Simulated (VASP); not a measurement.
Write the native input for VASP 6.6.1 that does the following.

| Quantity | Value |
| --- | --- |
| Task | relaxation of cell and atoms |
| Functional | PBE |
| Potentials or basis | VASP PAW PBE potentials, release 64 (Tl_d, Sn_d, H) |
| Cutoff | 600 eV |
| k mesh | 4 × 4 × 4 |
| Occupations | gaussian, width 0.1 eV |
| Spin | no spin polarisation |
| Dipole correction | no |
| Further INCAR settings | ALGO = Fast; EDIFF = 1e-07; IBRION = 2; EDIFFG = -0.04; NSW = 90; ISIF = 3 |

The structure of Tl2Sn2H5 lies in POSCAR:

```
Tl2Sn2H5
1.0
    4.4141697018      0.0000000000      0.0000000000
    0.0000000000      4.4141697018      0.0000000000
    0.0000000000      0.0000000000      7.4215374325
Tl Sn H
2 2 5
Direct
    0.0000000000      0.0000000000      0.0000000000
    0.0000000000      0.0000000000      0.5000000000
    0.5000000000      0.5000000000      0.2189885902
    0.5000000000      0.5000000000      0.7810114098
    0.5000000000      0.0000000000      0.2460176026
    0.5000000000      0.0000000000      0.7539823974
    0.5000000000      0.5000000000      0.5000000000
    0.0000000000      0.5000000000      0.2460176026
    0.0000000000      0.5000000000      0.7539823974
```

The cell was generated, and may not be a known phase.

The input as run:

INCAR

```
PREC = Accurate ; ENCUT = 600
EDIFF = 1E-7 ; ISMEAR = 0
SIGMA = 0.1 ; LREAL = F
LASPH = T ; NELM = 60
ALGO = Fast ; ISIF = 3
LWAVE = F ; LCHARG = F
GGA = PE ; IBRION = 2
NSW = 90 ; EDIFFG = -0.04
```

KPOINTS

```
regular mesh
0
Gamma
  4 4 4
```

Potentials or basis: VASP PAW PBE potentials, release 64 (Tl_d, Sn_d, H).

Command:

```sh
$ cat potpaw_PBE.64/Tl_d/POTCAR potpaw_PBE.64/Sn_d/POTCAR potpaw_PBE.64/H/POTCAR > POTCAR
$ mpirun -np 1 vasp_std > vasp.out
```

It gave:

```json
{
  "Relaxed volume": "16.34 Å³/atom",
  "Relaxed cell": "a = 4.488 Å, b = 4.488 Å, c = 7.302 Å, α = 90.00°, β = 90.00°, γ = 90.00°",
  "Space group after relaxing (to 0.1 Å)": "P4/mmm (No. 123)",
  "Energy gained by relaxing": "2.9 meV/atom",
  "Ionic steps": "4",
  "Pressure after relaxing": "-0.1 GPa",
  "Largest force after relaxing": "0.031 eV/Å",
  "Band gap on the k mesh": "zero (an odd number of electrons rules out a gap without spin polarisation)"
}
```

Caveat: spin-orbit coupling is left out, which moves the levels of the heavy elements; an odd number of electrons without spin polarisation forces a metal; a magnetic or distorted state may lie lower.

Run time: 5.1 min on 1 thread of Oxide Virtual Turin-like Processor (shared host), peak memory 0.3 GiB.
